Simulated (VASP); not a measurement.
# Rb (Fmmm) in VASP: a series of runs, part 2 of 2

VASP 6.6.1. The steps go on from the part before.

### 5 Single point, LDA

This run uses another cell than the first one, of 72.45 Å³/atom.

File INCAR:

```
  PREC = Accurate
  ENCUT = 520
  EDIFF = 1E-7
  ISMEAR = 0
  SIGMA = 0.15
  LREAL = False
  LASPH = True
  NELM = 80
  ALGO = Fast
  ISIF = 2
  LWAVE = False
  LCHARG = False
  NBANDS = 10
```

File KPOINTS:

```
Automatic mesh
0
Gamma
  12 12 12
```

File POSCAR:

```
Rb
1.0
   -2.7883382072      2.7883382072      2.6940465770
    2.7883382072     -2.7883382072      2.6940465770
    2.4111716864      2.4111716864     -2.6940465770
Rb
1
Direct
    0.0000000000      0.0000000000      0.0000000000
```

Potentials or basis: VASP PAW LDA potentials, release 64 (Rb_sv).

Command:

```console
$ cat potpaw_LDA.64/Rb_sv/POTCAR > POTCAR
$ mpirun -np 1 vasp_std > vasp.out
```

OUTCAR:

```text
PREC = Accurate
   ENCUT = 520
   EDIFF = 1E-7
   ISMEAR = 0
   LREAL = False
   LASPH = True
   NELM = 80
   ISIF = 2

 ion  position               nearest neighbor table
   1  0.000  0.000  0.000-

  LATTYP: Found a face centered orthorhombic cell.
 ALAT       =     5.3880931540
 B/A-ratio  =     1.2657211383
 C/A-ratio  =     1.4637110371

  Lattice vectors:

 A1 = (  -0.3771665208,   5.1995098936,   0.0000000000)
 A2 = (  -2.7883382072,   2.7883382072,   2.6940465770)
 A3 = (   2.4111716864,   2.4111716864,   2.6940465770)

Analysis of symmetry for initial positions (statically):
=====================================================================
 Subroutine PRICEL returns:
 Original cell was already a primitive cell.

 Routine SETGRP: Setting up the symmetry group for a
 face centered orthorhombic supercell.

 Subroutine GETGRP returns: Found  8 space group operations
 (whereof  8 operations were pure point group operations)
 out of a pool of  8 trial point group operations.

The static configuration has the point symmetry D_2h.

Analysis of symmetry for dynamics (positions and initial velocities):
=====================================================================
 Subroutine PRICEL returns:
 Original cell was already a primitive cell.

 Routine SETGRP: Setting up the symmetry group for a
 face centered orthorhombic supercell.

 Subroutine GETGRP returns: Found  8 space group operations
 (whereof  8 operations were pure point group operations)
 out of a pool of  8 trial point group operations.

The dynamic configuration has the point symmetry D_2h.

 Subroutine INISYM returns: Found  8 space group operations
 (whereof  8 operations are pure point group operations),
 and found     1 'primitive' translations

----------------------------------------------------------------------------------------

[... 113 lines left out ...]
  Thomas-Fermi vector in A             =   1.927193
   LORBIT       =      0    0 simple, 1 ext, 2 COOP (PROOUT), +10 PAW based schemes
   GGA     = CA    functional components
   LHFCALC =     F    Hartree Fock is set to
   AEXX    =    0.0000 exact exchange contribution
   IVDW    =     0    specifies the selected vdW correction
   LEPSILON=     F    determine dielectric tensor
   LRPA    =     F    only Hartree local field effects (RPA)
 non-spin polarized calculation
 RMM-DIIS sequential band-by-band and
 Gauss-broadening in eV      SIGMA  =   0.15
  energy-cutoff  :      520.00
  volume of cell :       72.45
 maximum number of plane-waves:      1984
   NGX = 17   NGY = 17   NGZ = 17

 number of electron       9.0000000 magnetization

 Free energy of the ion-electron system (eV)
  ---------------------------------------------------
  ext. energy  EPLUGINS =         0.00000000
  ---------------------------------------------------
  free energy    TOTEN  =        -1.04873091 eV

  energy without entropy =       -1.03879483  energy(sigma->0) =       -1.04376287

 E-fermi :   0.3537     XC(G=0):  -6.2902

 val. band max:        0.3430272565   @ k =  -0.2500   0.2500   0.3333
 cond. band min:       0.3554227332   @ k =   0.1667   0.1667   0.1667
 fundamental gap:      0.0123954767
 Fermi energy:         0.3536526228

 k-point     1 :       0.0000    0.0000    0.0000
  band No.  band energies     occupation
      1     -28.3717      2.00000
      2     -12.4521      2.00000
      3     -12.4259      2.00000
      4     -12.4115      2.00000
      5      -1.9561      2.00000
      6       3.6744      0.00000
      7       3.8981      0.00000
      8       4.4608      0.00000
      9       5.1748      0.00000
     10       5.8430      0.00000
[... 287 lines left out ...]
 k-point    24 :      -0.4167    0.1667    0.0000
  band No.  band energies     occupation
      1     -28.3620      2.00000
      2     -12.5754      2.00000
      3     -12.5064      2.00000
      4     -12.4270      2.00000
      5      -0.3430      2.00000
      6       2.2281      0.00000
      7       2.7079      0.00000
      8       5.1616      0.00000
      9       5.5372      0.00000
     10       5.9466      0.00000

 [... further k-points ...]

------------------------ aborting loop because EDIFF is reached ----------------------------------------

  FORCE on cell =-STRESS in cart. coord.  units (eV):
  Direction    XX          YY          ZZ          XY          YZ          ZX
  --------------------------------------------------------------------------------------
  -------------------------------------------------------------------------------------
  Total        0.1248375      0.1248375      0.1618828      0.1557060      0.0000000      0.0000000
  in kB        2.7606851      2.7606851      3.5799153      3.4433199      0.0000000      0.0000000
  external PRESSURE =       3.0337618 kB  Pullay stress =       0.0000000 kB

 VOLUME and BASIS-vectors are now :
 -----------------------------------------------------------------------------
  energy-cutoff  :      520.00
  volume of cell :       72.45
      direct lattice vectors                 reciprocal lattice vectors
    -2.788338207  2.788338207  2.694046577     0.014024893  0.193343169  0.185594416
     2.788338207 -2.788338207  2.694046577     0.193343169  0.014024893  0.185594416
     2.411171686  2.411171686 -2.694046577     0.207368062  0.207368062  0.000000000

 POSITION                                       TOTAL-FORCE (eV/Angst)
 -----------------------------------------------------------------------------------
      0.00000      0.00000      0.00000         0.000000      0.000000      0.000000
 -----------------------------------------------------------------------------------
    total drift:                                0.000000      0.000000     -0.000000

  FREE ENERGIE OF THE ION-ELECTRON SYSTEM (eV)
  ---------------------------------------------------
  free  energy   TOTEN  =        -1.0487309133 eV

  energy  without entropy=       -1.0387948254  energy(sigma->0) =       -1.04376287
```

Wall time 3.7 min (1 thread of Oxide Virtual Turin-like, shared host); peak memory 0.27 GiB.

Results:

```
Free energy            : -1.0487 eV
Pressure               : 0.3 GPa
Band gap on the k mesh : zero (an odd number of electrons rules out a gap without spin polarisation)
```

Levels at points of the mesh, in eV from the Fermi level:
```tsv
k point	band 2	band 3	band 4	band 5	band 6	band 7
(0.00, 0.00, 0.00)	-12.81	-12.78	-12.77	-2.31	3.32	3.54
(0.50, 0.00, 0.00)	-13.02	-12.85	-12.77	0.12	1.02	2.54
(0.50, 0.50, 0.00)	-12.96	-12.82	-12.78	-0.10	0.73	2.40
(0.00, 0.00, 0.50)	-13.04	-12.91	-12.80	0.39	1.58	2.34
(0.50, 0.50, 0.50)	-12.99	-12.96	-12.87	0.99	1.19	3.62
```

### 6 Single point, LDA

This run uses another cell than the first one, of 72.74 Å³/atom.

File INCAR:

```
SYSTEM = Rb
ALGO = Fast
EDIFF = 1E-6
ENCUT = 520
ISIF = 2
ISMEAR = 0
LASPH = .TRUE.
LCHARG = .FALSE.
LREAL = .FALSE.
LWAVE = .FALSE.
NBANDS = 10
NELM = 60
PREC = Accurate
SIGMA = 0.15
```

File KPOINTS:

```
k-points
0
G
  12 12 12
  0 0 0
```

File POSCAR:

```
Rb
1.0
   -2.6940465770      2.6940465770      2.6940465770
    2.6940465770     -2.6940465770      2.6940465770
    2.5054633166      2.5054633166     -2.6940465770
Rb
1
Direct
    0.0000000000      0.0000000000      0.0000000000
```

Potentials or basis: VASP PAW LDA potentials, release 64 (Rb_sv).

Command:

```console
$ cat potpaw_LDA.64/Rb_sv/POTCAR > POTCAR
$ mpirun -np 1 vasp_std > vasp.out
```

It took 3.8 min on 1 thread of Oxide Virtual Turin-like, shared host; peak memory 0.28 GiB.

It converged, with:

```yaml
Free_energy: -1.0575 eV
Pressure: 0.3 GPa
Band_gap_on_the_k_mesh: zero (an odd number of electrons rules out a gap without spin polarisation)
```

Stress tensor (GPa, compression positive):
```
0.27 0.16 0.00
0.16 0.27 0.00
0.00 0.00 0.28
```

Levels at points of the mesh, in eV from the Fermi level:
| k point | band 2 | band 3 | band 4 | band 5 | band 6 | band 7 |
| --- | --- | --- | --- | --- | --- | --- |
| (0.00, 0.00, 0.00) | -12.78 | -12.76 | -12.76 | -2.30 | 3.51 | 3.80 |
| (0.50, 0.00, 0.00) | -12.98 | -12.83 | -12.76 | 0.11 | 1.02 | 2.60 |
| (0.50, 0.50, 0.00) | -12.96 | -12.82 | -12.76 | 0.04 | 0.91 | 2.41 |
| (0.00, 0.00, 0.50) | -12.99 | -12.86 | -12.78 | 0.29 | 1.33 | 2.38 |
| (0.50, 0.50, 0.50) | -12.94 | -12.92 | -12.88 | 1.02 | 1.15 | 3.63 |

### 7 Single point, LDA

This run uses another cell than the first one, of 72.62 Å³/atom.

File INCAR:

```
  PREC = Accurate
  ENCUT = 520
  EDIFF = 1E-7
  ISMEAR = 0
  SIGMA = 0.15
  LREAL = F
  LASPH = T
  NELM = 100
  ALGO = Fast
  ISIF = 2
  LWAVE = F
  LCHARG = T
  LELF = T
  LVHAR = T
  NBANDS = 10
```

File KPOINTS:

```
Automatic mesh
0
Gamma
  12 12 12
```

File POSCAR:

```
Rb
1.0
   -2.7411923921      2.7411923921      2.6940465770
    2.7411923921     -2.7411923921      2.6940465770
    2.4583175015      2.4583175015     -2.6940465770
Rb
1
Direct
    0.0000000000      0.0000000000      0.0000000000
```

Command:

```console
$ cat potpaw_LDA.64/Rb_sv/POTCAR > POTCAR
$ mpirun -np 1 vasp_std > vasp.out
```

Wall time 5.5 min (1 thread of Oxide Virtual Turin-like, shared host); peak memory 0.28 GiB.

Results (log left out):

- Free energy: -1.0539 eV
- Pressure: 0.3 GPa
- Band gap on the k mesh: zero (an odd number of electrons rules out a gap without spin polarisation)

Stress tensor (GPa, compression positive):
```
0.27 0.25 0.00
0.25 0.27 0.00
0.00 0.00 0.31
```

Levels at points of the mesh, in eV from the Fermi level:
| k point | band 1 | band 2 | band 3 | band 4 | band 5 | band 6 | band 7 | band 8 |
| --- | --- | --- | --- | --- | --- | --- | --- | --- |
| (0.00, 0.00, 0.00) | -28.71 | -12.79 | -12.77 | -12.76 | -2.30 | 3.42 | 3.68 | 4.01 |
| (0.50, 0.00, 0.00) | -28.70 | -13.00 | -12.84 | -12.77 | 0.12 | 1.02 | 2.57 | 4.59 |
| (0.50, 0.50, 0.00) | -28.70 | -12.96 | -12.82 | -12.77 | -0.03 | 0.82 | 2.40 | 5.15 |
| (0.00, 0.00, 0.50) | -28.69 | -13.01 | -12.88 | -12.78 | 0.34 | 1.45 | 2.36 | 4.43 |
| (0.50, 0.50, 0.50) | -28.69 | -12.96 | -12.94 | -12.87 | 1.01 | 1.17 | 3.62 | 3.96 |

### 8 Overview

```csv
cell,further INCAR settings,gap on the mesh (eV),pressure (GPa)
"a = 4.721, b = 4.721, c = 4.294 Å, angles 111.0, 111.0, 110.4°, 1 atom",ALGO = Fast; EDIFF = 1e-06; NBANDS = 10,none,0.5
"a = 4.612, b = 4.612, c = 4.398 Å, angles 111.0, 111.0, 108.5°, 1 atom",ALGO = Fast; EDIFF = 1e-06; NBANDS = 10,none,0.5
"a = 4.666, b = 4.666, c = 4.346 Å, angles 111.0, 111.0, 109.5°, 1 atom",ALGO = Fast; EDIFF = 1e-06; NBANDS = 10,none,0.5
"a = 4.776, b = 4.776, c = 4.346 Å, angles 110.5, 110.5, 111.3°, 1 atom",ALGO = Fast; EDIFF = 1e-07; NBANDS = 10,none,0.3
"a = 4.666, b = 4.666, c = 4.451 Å, angles 110.5, 110.5, 109.5°, 1 atom",ALGO = Fast; EDIFF = 1e-06; NBANDS = 10,none,0.3
"a = 4.721, b = 4.721, c = 4.398 Å, angles 110.5, 110.5, 110.4°, 1 atom",ALGO = Fast; EDIFF = 1e-07; NBANDS = 10,none,0.3
```

Alike in all rows: task single point; level LDA; potentials or basis VASP PAW LDA potentials, release 64 (Rb_sv); no spin polarisation; k mesh 12 × 12 × 12; cutoff (eV) 520; smearing gaussian 0.15 eV.

Total energies depend on the potentials used, so only differences within one code and one set of settings carry meaning.
